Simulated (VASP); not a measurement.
# Au3Br2 (P-3m1) in VASP: notebook, part 2 of 2

VASP 6.6.1.

**3. Relaxation of cell and atoms, PBE**

This run uses another cell than the first one, of 22.40 Å³/atom.

INCAR reads:

```
PREC = Accurate
ENCUT = 600
EDIFF = 1E-7
ISMEAR = 0
SIGMA = 0.1
LREAL = F
LASPH = T
NELM = 80
ALGO = Normal
ISIF = 3
LWAVE = F
LCHARG = F
GGA = PE
IBRION = 2
NSW = 90
EDIFFG = -0.04
```

KPOINTS reads:

```
regular mesh
0
Gamma
  6 6 4
```

POSCAR reads:

```
Au3Br2
1.0
    4.3643392723      0.0000000000      0.0000000000
   -2.1821696361      3.7796286805      0.0000000000
    0.0000000000      0.0000000000      6.7902029794
Au Br
3 2
Direct
    0.0000000000      0.0000000000      0.0000000000
    0.3333333333      0.6666666667      0.6450000000
    0.6666666667      0.3333333333      0.3550000000
    0.3333333333      0.6666666667      0.2450000000
    0.6666666667      0.3333333333      0.7550000000
```

Potentials or basis: VASP PAW PBE potentials, release 64 (Au, Br).

Run with:

```bash
$ cat potpaw_PBE.64/Au/POTCAR potpaw_PBE.64/Br/POTCAR > POTCAR
$ mpirun -np 1 vasp_std > vasp.out
```

OUTCAR:

```text
PREC = Accurate
   ENCUT = 600
   EDIFF = 1E-7
   ISMEAR = 0
   LREAL = F
   LASPH = T
   NELM = 80
   ISIF = 3
   GGA = PE
   IBRION = 2
   NSW = 90
   EDIFFG = -0.04

 ion  position               nearest neighbor table
   1  0.000  0.000  0.000-   4 3.02   5 3.02   4 3.02   5 3.02   5 3.02   4 3.02   2 3.49   3 3.49
                             2 3.49   3 3.49   2 3.49   3 3.49
   2  0.333  0.667  0.645-   5 2.63   5 2.63   5 2.63   4 2.72   3 3.20   3 3.20   3 3.20   1 3.49
                             1 3.49   1 3.49
   3  0.667  0.333  0.355-   4 2.63   4 2.63   4 2.63   5 2.72   2 3.20   2 3.20   2 3.20   1 3.49
                             1 3.49   1 3.49
   4  0.333  0.667  0.245-   3 2.63   3 2.63   3 2.63   2 2.72   1 3.02   1 3.02   1 3.02
   5  0.667  0.333  0.755-   2 2.63   2 2.63   2 2.63   3 2.72   1 3.02   1 3.02   1 3.02

  LATTYP: Found a hexagonal cell.
 ALAT       =     4.3643392723
 C/A-ratio  =     1.5558375634

  Lattice vectors:

 A1 = (   4.3643392723,   0.0000000000,   0.0000000000)
 A2 = (  -2.1821696361,   3.7796286805,   0.0000000000)
 A3 = (   0.0000000000,   0.0000000000,   6.7902029794)

Analysis of symmetry for initial positions (statically):
=====================================================================
 Subroutine PRICEL returns:
 Original cell was already a primitive cell.

 Routine SETGRP: Setting up the symmetry group for a
 hexagonal supercell.

 Subroutine GETGRP returns: Found 12 space group operations
 (whereof 12 operations were pure point group operations)
 out of a pool of 24 trial point group operations.

The static configuration has the point symmetry D_3d.

Analysis of symmetry for dynamics (positions and initial velocities):
=====================================================================
 Subroutine PRICEL returns:
 Original cell was already a primitive cell.

 Routine SETGRP: Setting up the symmetry group for a
 hexagonal supercell.

[... 121 lines left out ...]
   NUPDOWN=      -1.0000    fix difference up-down
   EMIN   =  10.00;   EMAX   =-10.00  energy-range for DOS
   EFERMI =   0.00;   METHOD = LEGACY
   ISMEAR =     0;   SIGMA  =   0.10  broadening in eV -4-tet -1-fermi 0-gaus
   EFERMI_NEDOS =   21; number of points for ismear=-14 and -15
   IALGO  =     38    algorithm
   IMIX   =      4    mixing-type and parameters
     AMIX     =   0.40;   BMIX     =  1.00
     AMIX_MAG =   1.60;   BMIX_MAG =  1.00
  volume/ion in A,a.u.               =      22.40       151.17
  Fermi-wavevector in a.u.,A,eV,Ry     =   1.225624  2.316094 20.438054  1.502155
  Thomas-Fermi vector in A             =   2.360655
   LORBIT       =      0    0 simple, 1 ext, 2 COOP (PROOUT), +10 PAW based schemes
   GGA     = PE    functional components
   LHFCALC =     F    Hartree Fock is set to
   AEXX    =    0.0000 exact exchange contribution
   IVDW    =     0    specifies the selected vdW correction
   LEPSILON=     F    determine dielectric tensor
   LRPA    =     F    only Hartree local field effects (RPA)
 conjugate gradient relaxation of ions
 non-spin polarized calculation
 Gauss-broadening in eV      SIGMA  =   0.10
  energy-cutoff  :      600.00
  volume of cell :      112.01
 maximum number of plane-waves:      3765
 NGX is ok and might be reduce to    36
   NGX = 17   NGY = 17   NGZ = 27

--------------------------------------- Ionic step        1  -------------------------------------------

 number of electron      47.0000004 magnetization

 Free energy of the ion-electron system (eV)
  ---------------------------------------------------
  ext. energy  EPLUGINS =         0.00000000
  ---------------------------------------------------
  free energy    TOTEN  =        -9.92971843 eV

  energy without entropy =       -9.90950126  energy(sigma->0) =       -9.91960985

------------------------ aborting loop because EDIFF is reached ----------------------------------------

  FORCE on cell =-STRESS in cart. coord.  units (eV):
  Direction    XX          YY          ZZ          XY          YZ          ZX
  --------------------------------------------------------------------------------------
  -------------------------------------------------------------------------------------
  Total        5.9520595      5.9520595      5.9838141      0.0000000      0.0000000      0.0000000
  in kB       85.1387846     85.1387846     85.5930053      0.0000000      0.0000000      0.0000000
  external PRESSURE =      85.2901915 kB  Pullay stress =       0.0000000 kB
[... 1603 lines left out ...]
     27       6.6926      0.00000
     28       9.7810      0.00000

[... ionic steps 4 to 35 ...]

--------------------------------------- Ionic step       36  -------------------------------------------

 number of electron      47.0000000 magnetization

------------------------ aborting loop because EDIFF is reached ----------------------------------------
[... 73 lines left out ...]
--------------------------------------- Ionic step       38  -------------------------------------------

 number of electron      47.0000002 magnetization

 Free energy of the ion-electron system (eV)
  ---------------------------------------------------
  ext. energy  EPLUGINS =         0.00000000
  ---------------------------------------------------
  free energy    TOTEN  =       -11.69851347 eV

  energy without entropy =      -11.69026571  energy(sigma->0) =      -11.69438959

 E-fermi :   4.7768     XC(G=0): -10.3661

 val. band max:        4.5960614631   @ k =   0.0000   0.0000   0.5000
 cond. band min:       4.7839146768   @ k =   0.1667   0.1667   0.5000
 fundamental gap:      0.1878532137
 Fermi energy:         4.7768171161
[... 774 lines left out ...]
  FREE ENERGIE OF THE ION-ELECTRON SYSTEM (eV)
  ---------------------------------------------------
  free  energy   TOTEN  =       -11.6985134661 eV

  energy  without entropy=      -11.6902657073  energy(sigma->0) =      -11.69438959

 reached required accuracy - stopping structural energy minimisation
```

CONTCAR:

```text
Au3Br2
   1.00000000000000
     3.7570575483960087   -0.0000000000080209   -0.0000000000000003
    -1.8785287741619081    3.2537072803682840    0.0000000000000001
    -0.0000000000000001   -0.0000000000000002    9.4905023152259709
  Au              Br
     3     2
Direct
     0.0000000000000000    0.0000000000000000    0.0000000000000000
     0.3333333332999970    0.6666666667000030    0.5895084160761939
     0.6666666667000030    0.3333333332999970    0.4104915839238059
     0.3333333332999970    0.6666666667000030    0.1940765327955620
     0.6666666667000030    0.3333333332999970    0.8059234672044382

  0.00000000E+00  0.00000000E+00  0.00000000E+00
  0.00000000E+00  0.00000000E+00  0.00000000E+00
  0.00000000E+00  0.00000000E+00  0.00000000E+00
  0.00000000E+00  0.00000000E+00  0.00000000E+00
  0.00000000E+00  0.00000000E+00  0.00000000E+00
```

Wall time 30 min (1 thread of Intel Xeon Platinum 8488C (Sapphire Rapids), shared host); peak memory 0.31 GiB.

What came out:

```yaml
Free_energy: -11.6985 eV
Relaxed_volume: 23.20 Å³/atom
Relaxed_cell: a = 3.757 Å, b = 3.757 Å, c = 9.491 Å, α = 90.00°, β = 90.00°, γ = 120.00°
Space_group_after_relaxing_to_0.1_Å: P-3m1 (No. 164)
Energy_gained_by_relaxing: 353.8 meV/atom
Ionic_steps: 38
Pressure_after_relaxing: 0.0 GPa
Largest_force_after_relaxing: 0.008 eV/Å
Band_gap_on_the_k_mesh: zero (an odd number of electrons rules out a gap without spin polarisation)
```

Forces on the atoms (eV/Å):
```
Au   0.000  0.000  0.000
Au   0.000  0.000 -0.008
Au   0.000  0.000  0.008
Br   0.000  0.000 -0.002
Br   0.000  0.000  0.002
```

The path:
| step | energy change (eV) | largest force (eV/Å) | pressure (GPa) | volume (Å³) |
| --- | --- | --- | --- | --- |
| 1 | 0.0000 | 1.2821 | 8.53 | 112.01 |
| 2 | -0.3768 | 0.2079 | -2.06 | 132.47 |
| 3 | -0.4087 | 0.3942 | -0.33 | 127.16 |
| 4 | -0.4087 | 0.3818 | -0.45 | 127.48 |
| 5 | -0.4256 | 0.3600 | -0.39 | 126.80 |
| 6 | -0.4696 | 0.3274 | -0.14 | 124.78 |
| 7 | -0.5278 | 0.5537 | 0.82 | 120.77 |
| 8 | -0.3240 | 1.2005 | 5.33 | 112.88 |
| 9 | -0.5317 | 0.6192 | 1.07 | 120.05 |
| 10 | -0.5447 | 0.6539 | 0.93 | 120.18 |
| 11 | -0.5800 | 0.7397 | 0.55 | 120.55 |
| 12 | -0.6258 | 0.8606 | -0.01 | 121.29 |
| 13 | -0.5756 | 0.9916 | -0.14 | 122.72 |
| 14 | -0.6324 | 0.9038 | -0.16 | 121.62 |
| 15 | -0.6872 | 0.9483 | -0.28 | 121.71 |
| 16 | -0.8429 | 0.9587 | -0.25 | 121.88 |
| 17 | -0.8660 | 1.6727 | 2.71 | 121.91 |
| 18 | -0.9212 | 1.2527 | 0.71 | 121.95 |
| 19 | -1.0477 | 1.2189 | 0.64 | 123.02 |
| 20 | -1.2416 | 1.0423 | 1.62 | 125.63 |
| 21 | -1.2445 | 0.9757 | 2.18 | 126.28 |
| 22 | -1.3484 | 0.5715 | -0.50 | 132.26 |
| 23 | -1.3563 | 0.4452 | -1.31 | 134.50 |
| 24 | -1.4147 | 0.3949 | -0.97 | 132.71 |
| 25 | -1.5131 | 0.8219 | 0.21 | 127.61 |
| 26 | -1.5216 | 1.1053 | 0.89 | 125.26 |
| 27 | -1.5594 | 1.0407 | 0.44 | 124.91 |
| 28 | -1.6455 | 0.7771 | -0.84 | 123.79 |
| 29 | -1.6637 | 0.3507 | -2.64 | 121.26 |
| 30 | -1.6846 | 0.4133 | -1.95 | 122.56 |
| 31 | -1.7311 | 0.2792 | -0.98 | 118.65 |
| 32 | -1.7414 | 0.2829 | -0.15 | 116.04 |
| 33 | -1.7488 | 0.2437 | -0.18 | 116.10 |
| 34 | -1.7640 | 0.1219 | -0.24 | 116.29 |
| 35 | -1.7614 | 0.1435 | -0.17 | 116.67 |
| 36 | -1.7684 | 0.0390 | -0.25 | 116.46 |
| 37 | -1.7682 | 0.0283 | 0.34 | 115.49 |
| 38 | -1.7688 | 0.0084 | 0.02 | 116.02 |

Final structure:
```
Au Br
1.0
     3.75706    0.00000    0.00000
    -1.87853    3.25371    0.00000
     0.00000    0.00000    9.49050
Au Br
3 2
Direct
  0.00000 0.00000 0.00000
  0.33333 0.66667 0.58951
  0.66667 0.33333 0.41049
  0.33333 0.66667 0.19408
  0.66667 0.33333 0.80592
```

Levels at points of the mesh, in eV from the Fermi level:
| k point | band 21 | band 22 | band 23 | band 24 | band 25 | band 26 |
| --- | --- | --- | --- | --- | --- | --- |
| (0.00, 0.00, 0.00) | -1.56 | -1.56 | -0.48 | -0.48 | 1.68 | 2.04 |
| (0.50, 0.00, 0.00) | -1.82 | -1.31 | -0.43 | 0.11 | 0.32 | 2.01 |
| (0.00, 0.00, 0.50) | -1.38 | -1.38 | -0.60 | -0.60 | -0.18 | 4.15 |
| (0.50, 0.00, 0.50) | -1.37 | -0.92 | -0.85 | 0.09 | 0.44 | 2.00 |

Caveat: a cell axis changed by over 15 % at a fixed basis, so the end point is rough; spin-orbit coupling is left out, which moves the levels of the heavy elements.

**4. Relaxation of cell and atoms, PBE**

This run uses another cell than the first one, of 23.37 Å³/atom.

INCAR reads:

```
SYSTEM = Au3Br2
PREC     = Accurate       ! precision mode
ENCUT    = 600            ! plane-wave cutoff, eV
EDIFF    = 1E-6           ! SCF threshold, eV
ISMEAR   = 0              ! smearing method
SIGMA    = 0.1            ! smearing width, eV
LREAL    = .FALSE.        ! projectors in reciprocal space
LASPH    = .TRUE.         ! aspherical terms in the spheres
NELM     = 60             ! most SCF steps
ALGO     = Normal         ! electronic algorithm
ISIF     = 3              ! what is computed and relaxed
LWAVE    = .FALSE.        ! write WAVECAR
LCHARG   = .FALSE.        ! write CHGCAR
GGA      = PE             ! functional
IBRION   = 2              ! ionic algorithm
NSW      = 100            ! ionic steps
EDIFFG   = -0.01          ! ionic threshold
```

KPOINTS reads:

```
Automatic mesh
0
G
  12 12 4
  0 0 0
```

POSCAR reads:

```
Au3Br2
1.0
    3.7813402247      0.0000000000      0.0000000000
   -1.8906701123      3.2747366949      0.0000000000
    0.0000000000      0.0000000000      9.4347013855
Au Br
3 2
Direct
    0.0000000000      0.0000000000      0.0000000000
    0.3333333333      0.6666666667      0.5887650250
    0.6666666667      0.3333333333      0.4112349750
    0.3333333333      0.6666666667      0.1926772049
    0.6666666667      0.3333333333      0.8073227951
```

Potentials or basis: VASP PAW PBE potentials, release 64 (Au, Br).

Run with:

```bash
$ cat potpaw_PBE.64/Au/POTCAR potpaw_PBE.64/Br/POTCAR > POTCAR
$ mpirun -np 1 vasp_std > vasp.out
```

OUTCAR:

```text
SYSTEM = Au3Br2
   PREC = Accurate
   ENCUT = 600
   EDIFF = 1E-6
   ISMEAR = 0
   LREAL = .FALSE.
   LASPH = .TRUE.
   NELM = 60
   ISIF = 3
   GGA = PE
   IBRION = 2
   NSW = 100
   EDIFFG = -0.01

 ion  position               nearest neighbor table
   1  0.000  0.000  0.000-   4 2.84   5 2.84   4 2.84   5 2.84   5 2.84   4 2.84
   2  0.333  0.667  0.589-   3 2.75   3 2.75   3 2.75   5 3.00   5 3.00   5 3.00
   3  0.667  0.333  0.411-   2 2.75   2 2.75   2 2.75   4 3.00   4 3.00   4 3.00
   4  0.333  0.667  0.193-   1 2.84   1 2.84   1 2.84   3 3.00   3 3.00   3 3.00
   5  0.667  0.333  0.807-   1 2.84   1 2.84   1 2.84   2 3.00   2 3.00   2 3.00

  LATTYP: Found a hexagonal cell.
 ALAT       =     3.7813402247
 C/A-ratio  =     2.4950681041

  Lattice vectors:

 A1 = (   3.7813402247,   0.0000000000,   0.0000000000)
 A2 = (  -1.8906701123,   3.2747366949,   0.0000000000)
 A3 = (   0.0000000000,   0.0000000000,   9.4347013855)

Analysis of symmetry for initial positions (statically):
=====================================================================
 Subroutine PRICEL returns:
 Original cell was already a primitive cell.

 Routine SETGRP: Setting up the symmetry group for a
 hexagonal supercell.

 Subroutine GETGRP returns: Found 12 space group operations
 (whereof 12 operations were pure point group operations)
[... 284 lines left out ...]
  energy  without entropy=      -11.7108762704  energy(sigma->0) =      -11.71413909

[... ionic steps 4 to 9 ...]

--------------------------------------- Ionic step       10  -------------------------------------------

 number of electron      47.0000008 magnetization

------------------------ aborting loop because EDIFF is reached ----------------------------------------
[... 73 lines left out ...]
--------------------------------------- Ionic step       12  -------------------------------------------

 number of electron      47.0000008 magnetization

 Free energy of the ion-electron system (eV)
  ---------------------------------------------------
  ext. energy  EPLUGINS =         0.00000000
  ---------------------------------------------------
  free energy    TOTEN  =       -11.71822071 eV

  energy without entropy =      -11.71173223  energy(sigma->0) =      -11.71497647

 E-fermi :   4.7145     XC(G=0): -10.3637

 val. band max:        4.6462080339   @ k =   0.4167   0.0833   0.2500
 cond. band min:       4.7216453951   @ k =   0.4167   0.0000   0.0000
 fundamental gap:      0.0754373612
 Fermi energy:         4.7144642419

 k-point     1 :       0.0000    0.0000    0.0000
  band No.  band energies     occupation
      1     -11.0989      2.00000
      2     -10.8665      2.00000
      3      -2.1886      2.00000
      4      -0.2035      2.00000
      5       0.1552      2.00000
      6       0.4122      2.00000
[... 733 lines left out ...]
     27      10.5510      0.00000
     28      11.5688      0.00000

 [... further k-points ...]

------------------------ aborting loop because EDIFF is reached ----------------------------------------

  FORCE on cell =-STRESS in cart. coord.  units (eV):
  Direction    XX          YY          ZZ          XY          YZ          ZX
  --------------------------------------------------------------------------------------
  -------------------------------------------------------------------------------------
  Total        0.0010180      0.0010180      0.0036819      0.0000000      0.0000000      0.0000000
  in kB        0.0140469      0.0140469      0.0508061      0.0000000      0.0000000      0.0000000
  external PRESSURE =       0.0262999 kB  Pullay stress =       0.0000000 kB
[... 20 lines left out ...]
  FREE ENERGIE OF THE ION-ELECTRON SYSTEM (eV)
  ---------------------------------------------------
  free  energy   TOTEN  =       -11.7182207052 eV

  energy  without entropy=      -11.7117322305  energy(sigma->0) =      -11.71497647

 reached required accuracy - stopping structural energy minimisation
```

OSZICAR:

```text
N       E                     dE             d eps       ncg     rms          rms(c)
DAV:   1     0.330103868362E+03    0.33010E+03   -0.24276E+04  3864   0.169E+03
DAV:   2     0.696814261715E+01   -0.32314E+03   -0.30945E+03  4528   0.321E+02
[... 85 lines left out ...]
  11 F= -.11718186E+02 E0= -.11714943E+02  d E =-.249557E-03
       N       E                     dE             d eps       ncg     rms          rms(c)
DAV:   1    -0.117182295288E+02   -0.43177E-04   -0.66604E-03  3864   0.435E-01    0.416E-02
DAV:   2    -0.117182288398E+02    0.68909E-06   -0.24946E-04  4280   0.852E-02    0.216E-02
DAV:   3    -0.117182220484E+02    0.67914E-05   -0.87275E-06  4244   0.266E-02    0.860E-03
DAV:   4    -0.117182206880E+02    0.13604E-05   -0.27737E-06  2972   0.161E-02    0.459E-03
DAV:   5    -0.117182207052E+02   -0.17194E-07   -0.60117E-07  2000   0.546E-03
  12 F= -.11718221E+02 E0= -.11714976E+02  d E =-.345254E-04
```

CONTCAR:

```text
Au3Br2
   1.00000000000000
     3.7426448105743031   -0.0000000000005885    0.0000000000000000
    -1.8713224052381732    3.2412254832587730    0.0000000000000000
     0.0000000000000000   -0.0000000000000000    9.5715188015733919
  Au              Br
     3     2
Direct
     0.0000000000000000    1.0000000000000000    0.0000000000000000
     0.3333333332999970    0.6666666667000030    0.5889389382017601
     0.6666666667000030    0.3333333332999970    0.4110610617982399
     0.3333333332999970    0.6666666667000030    0.1923977502623528
     0.6666666667000030    0.3333333332999970    0.8076022497376473

  0.00000000E+00  0.00000000E+00  0.00000000E+00
  0.00000000E+00  0.00000000E+00  0.00000000E+00
  0.00000000E+00  0.00000000E+00  0.00000000E+00
  0.00000000E+00  0.00000000E+00  0.00000000E+00
  0.00000000E+00  0.00000000E+00  0.00000000E+00
```

Run time: 19 min. Hardware: 1 thread of Intel Xeon Platinum 8488C (Sapphire Rapids), shared host; peak memory 0.44 GiB.

Results:

| Property | Result |
| --- | --- |
| Free energy | -11.7182 eV |
| Relaxed volume | 23.22 Å³/atom |
| Relaxed cell | a = 3.743 Å, b = 3.743 Å, c = 9.572 Å, α = 90.00°, β = 90.00°, γ = 120.00° |
| Space group after relaxing (to 0.1 Å) | P-3m1 (No. 164) |
| Energy gained by relaxing | 0.7 meV/atom |
| Ionic steps | 12 |
| Pressure after relaxing | 0.0 GPa |
| Largest force after relaxing | 0.010 eV/Å |
| Band gap on the k mesh | zero (an odd number of electrons rules out a gap without spin polarisation) |

Forces on the atoms (eV/Å):
```
Au   0.000  0.000  0.000
Au   0.000  0.000 -0.003
Au   0.000  0.000  0.003
Br   0.000  0.000  0.010
Br   0.000  0.000 -0.010
```

The path:
```tsv
step	energy change (eV)	largest force (eV/Å)	pressure (GPa)	volume (Å³)
1	0.0000	0.0282	-0.06	116.83
2	-0.0012	0.0182	-0.01	116.67
3	-0.0029	0.0611	0.16	116.20
4	-0.0033	0.0118	-0.19	116.64
5	-0.0034	0.0219	-0.08	116.52
6	-0.0036	0.0132	-0.04	116.32
7	-0.0037	0.0144	0.02	116.09
8	-0.0037	0.0147	0.02	116.11
9	-0.0037	0.0141	-0.01	116.21
10	-0.0037	0.0143	0.01	116.12
11	-0.0037	0.0143	0.01	116.12
12	-0.0037	0.0097	0.00	116.11
```

Final structure:
```yaml
crystal:
  lattice:
    - [3.74264, 0.00000, 0.00000]
    - [-1.87132, 3.24123, 0.00000]
    - [0.00000, 0.00000, 9.57152]
  atoms:
    - { symbol: Au, position: [0.00000, 0.00000, 0.00000] }
    - { symbol: Au, position: [0.33333, 0.66667, 0.58894] }
    - { symbol: Au, position: [0.66667, 0.33333, 0.41106] }
    - { symbol: Br, position: [0.33333, 0.66667, 0.19240] }
    - { symbol: Br, position: [0.66667, 0.33333, 0.80760] }
```

Caveat: spin-orbit coupling is left out, which moves the levels of the heavy elements.

**5. Summary**

| task | cell | k mesh | cutoff (eV) | gap on the mesh (eV) | pressure (GPa) | relaxed volume (Å³/atom) | largest force (eV/Å) |
| --- | --- | --- | --- | --- | --- | --- | --- |
| single point | a = 3.740, b = 3.740, c = 9.585 Å, angles 90.0, 90.0, 120.0°, 5 atoms, atomic positions A | 12 × 12 × 4 | 520 | none | -0.1 | - | - |
| relaxation of cell and atoms | relaxed from a = 4.364, b = 4.364, c = 6.790 Å, angles 90.0, 90.0, 120.0°, 5 atoms, atomic positions B | 6 × 6 × 4 | 600 | none | 0.0 | 23.20 | 0.01 |
| relaxation of cell and atoms | relaxed from a = 3.781, b = 3.781, c = 9.435 Å, angles 90.0, 90.0, 120.0°, 5 atoms, atomic positions C | 12 × 12 × 4 | 600 | none | 0.0 | 23.22 | 0.01 |

Alike in all rows: level PBE; potentials or basis VASP PAW PBE potentials, release 64 (Au, Br); no spin polarisation; smearing gaussian 0.1 eV.

Caveats: spin-orbit coupling is left out, which moves the levels of the heavy elements; a cell axis changed by over 15 % at a fixed basis, so the end point is rough (at least some runs).

Total energies depend on the potentials used, so only differences within one code and one set of settings carry meaning.

The gap in the log of VASP goes by the Fermi energy; the results here count the filled bands.